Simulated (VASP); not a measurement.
Runs of VASP 6.6.1 on CuF. The structure is that of space group P6_3/mmc (No. 194), or close to it. The cells are those of the table. 

```csv
level,cell,gap on the mesh (eV),pressure (GPa)
PBE,"a = 3.229, b = 3.229, c = 5.095 Å, angles 90.0, 90.0, 120.0°, 4 atoms",none,(b)
PBE,"a = 3.329, b = 3.329, c = 5.252 Å, angles 90.0, 90.0, 120.0°, 4 atoms",none,-2.4
r2SCAN,"a = 2.817, b = 2.817, c = 6.528 Å, angles 90.0, 90.0, 120.0°, 4 atoms",none,-5.8
PBE,"a = 3.297, b = 3.297, c = 5.201 Å, angles 90.0, 90.0, 120.0°, 4 atoms",none,-0.2
PBE,"a = 3.263, b = 3.263, c = 5.148 Å, angles 90.0, 90.0, 120.0°, 4 atoms",none,(c)
r2SCAN,"a = 2.735, b = 2.735, c = 6.337 Å, angles 90.0, 90.0, 120.0°, 4 atoms",none,3.9
r2SCAN,"a = 2.763, b = 2.763, c = 6.402 Å, angles 90.0, 90.0, 120.0°, 4 atoms",none,0.2
PBE,"a = 3.361, b = 3.361, c = 5.303 Å, angles 90.0, 90.0, 120.0°, 4 atoms",none,(a)
```

Alike in all rows: task single point; potentials or basis VASP PAW PBE potentials, release 64 (Cu, F); no spin polarisation; k mesh 9 × 9 × 4; cutoff (eV) 520; smearing fermi-dirac 0.02 eV.

Task: Estimate the missing entries.

Result: (a) -4.3; (b) 5.8; (c) 2.6.

Caveats: semilocal functionals often make such compounds metallic where correlation or magnetic order opens a gap, which also shifts bond lengths; the PAW data sets were made with another functional, which shifts forces and pressure a little (some runs).

A gap of «none» marks levels without a gap at the run's occupations.
